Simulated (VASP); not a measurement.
Wanted: the native input for a VASP 6.6.1 run.

```
Task                   : single point
Functional             : PBE
Potentials or basis    : VASP PAW PBE potentials, release 64 (Sn_d, H)
Cutoff                 : 520 eV
k mesh                 : 4 × 4 × 4
Occupations            : gaussian, width 0.1 eV
Spin                   : no spin polarisation
Dipole correction      : no
Further INCAR settings : ALGO = Normal; EDIFF = 1e-06; NBANDS = 20
```

The structure of SnH7 lies in POSCAR:

```
SnH7
1.0
    0.0000000000      2.9497392661      2.9497392661
    2.9497392661      0.0000000000      2.9497392661
    2.9497392661      2.9497392661      0.0000000000
Sn H
1 7
Direct
    0.0000000000      0.0000000000      0.0000000000
    0.5000000000      0.5000000000      0.5000000000
    0.5000000000      0.0000000000      0.0000000000
    0.5000000000      0.0000000000      0.5000000000
    0.0000000000      0.5000000000      0.5000000000
    0.0000000000      0.5000000000      0.0000000000
    0.5000000000      0.5000000000      0.0000000000
    0.0000000000      0.0000000000      0.5000000000
```

The input as run:

INCAR

```
SYSTEM = SnH7
PREC = Accurate ; ENCUT = 520
EDIFF = 1E-6 ; ISMEAR = 0
SIGMA = 0.1 ; LREAL = .FALSE.
LASPH = .TRUE. ; NELM = 100
ALGO = Normal ; ISIF = 2
LWAVE = .FALSE. ; LCHARG = .FALSE.
GGA = PE ; NBANDS = 20
```

KPOINTS

```
regular mesh
0
G
  4 4 4
  0 0 0
```

Potentials or basis: VASP PAW PBE potentials, release 64 (Sn_d, H).

Run with:

```console
$ cat potpaw_PBE.64/Sn_d/POTCAR potpaw_PBE.64/H/POTCAR > POTCAR
$ mpirun -np 1 vasp_std > vasp.out
```

Results of the run:

| Item | Value |
| --- | --- |
| Pressure | 0.0 GPa |

Caveat: the k points lie up to 0.46 Å⁻¹ apart.

Wall time 11 s on 1 thread of Intel(R) Xeon(R) Platinum 8259CL CPU @ 2.50GHz (Skylake/Cascade Lake) (shared host), peak memory 0.17 GiB.
